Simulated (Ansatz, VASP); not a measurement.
# Na3La2P3 in VASP and in Ansatz

```
Na La P
1.0
     3.86580    2.23192    3.63072
    -3.86580    2.23192    3.63072
     0.00000   -4.46384    3.63072
Na La P
3 2 3
Cartesian
  1.6588 0.0000 5.4461
  -0.8294 -1.4366 5.4461
  -0.8294 1.4366 5.4461
  0.0000 0.0000 1.9582
  0.0000 0.0000 8.9339
  1.4839 2.2319 3.6307
  1.1909 -2.4011 3.6307
  -2.6749 0.1692 3.6307
```

Change from the starting cell: species swapped into the V3Cr3Si2 type (R32, No. 155).

Alike in both runs: functional PBE; k mesh 6 × 6 × 6; occupations gaussian, width 0.1 eV; no spin polarisation.

Ansatz relaxed the structure, and its values are those at the end. VASP's run is a single point on that final structure, the one shown.

|  | VASP | Ansatz |
| --- | --- | --- |
| version | VASP 6.6.1 | Ansatz 0.2.0 |
| potentials or method | VASP PAW PBE potentials, release 64 (Na_pv, La, P), cutoff 520 eV | scalar-relativistic, plane waves, PAW |
| valence electrons in the cell | 58 | 64 |

```csv
,VASP,Ansatz,Ansatz less VASP
gap on the k mesh at the Fermi level (eV),none,none,-
pressure (GPa),0.0,0.0,+0.03
```

A gap of «none» marks a metal or a gap that the smearing closes. VASP's potentials hold 58 valence electrons a cell and Ansatz's 64, so a difference there can come from the potentials and not from the codes.

Neither program's run includes spin-orbit coupling.
